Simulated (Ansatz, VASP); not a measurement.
## One calculation of In3GaP4, two programs

Contents of INCAR:

```
  ALGO = Normal
  EDIFF = 1E-6
  ENCUT = 520
  GGA = PE
  ISIF = 2
  ISMEAR = 0
  LASPH = True
  LCHARG = False
  LREAL = False
  LWAVE = False
  NBANDS = 46
  NELM = 100
  PREC = Accurate
  SIGMA = 0.1
```

KPOINTS

```
k-points
0
Gamma
  4 4 2
```

The input POSCAR:

```
In3GaP4
1.0
    3.9567103900      0.0000000000      0.0000000000
    0.0000000000      3.9567103900      0.0000000000
    0.0000000000      0.0000000000     11.1912669800
In Ga P
3 1 4
Direct
    0.0000000000      0.0000000000      0.7500000000
    0.0000000000      0.0000000000      0.2500000000
    0.5000000000      0.5000000000      0.5000000000
    0.5000000000      0.5000000000      0.0000000000
    0.0000000000      0.0000000000      0.0000000000
    0.5000000000      0.5000000000      0.2500000000
    0.0000000000      0.0000000000      0.5000000000
    0.5000000000      0.5000000000      0.7500000000
```

Input for Ansatz:

```yaml
crystal:
  lattice:
    - [3.95671039, 0.0, 0.0]
    - [0.0, 3.95671039, 0.0]
    - [0.0, 0.0, 11.19126698]
  atoms:
    - { symbol: In, position: [0.0, 0.0, 0.75] }
    - { symbol: In, position: [0.0, 0.0, 0.25] }
    - { symbol: In, position: [0.5, 0.5, 0.5] }
    - { symbol: Ga, position: [0.5, 0.5, 0.0] }
    - { symbol: P, position: [0.0, 0.0, 0.0] }
    - { symbol: P, position: [0.5, 0.5, 0.25] }
    - { symbol: P, position: [0.0, 0.0, 0.5] }
    - { symbol: P, position: [0.5, 0.5, 0.75] }
basis:
  ecutwfc: 420
kpoints:
  mp_grid: { grid: [4, 4, 2] }
hamiltonian:
  xc: pbe
scf:
  occupations: { method: gaussian, width: 0.1 }
  lower_state_search: "off"
output:
  forces: true
  stress: true
  eigenvalues: true
```

Alike in both runs: task single point; functional PBE; k mesh 4 × 4 × 2; occupations gaussian, width 0.1 eV; no spin polarisation.

|  | VASP | Ansatz |
| --- | --- | --- |
| version | VASP 6.6.1 | Ansatz 0.2.0 |
| potentials or method | VASP PAW PBE potentials, release 64 (In_d, Ga_d, P), cutoff 520 eV | scalar-relativistic, plane waves, PAW |
| valence electrons in the cell | 72 | 72 |

|  | VASP | Ansatz | Ansatz less VASP |
| --- | --- | --- | --- |
| gap on the k mesh at the Fermi level (eV) | none | none | - |
| pressure (GPa) | -4.1 | -4.1 | +0.01 |
| traceless stress, the component that is largest in VASP (GPa) | -1.64 | -1.65 | -0.005 |
| rms of the force components (eV/Å) | 0.042 | 0.043 | +0.0006 |

Atom by atom the forces differ by 0.001 eV/Å (rms over components). A gap of «none» marks a metal or a gap that the smearing closes. The functional is the same, so the differences come from potentials, cutoffs and numerics.

The k mesh is coarse, so the values compare programs but aren't converged.
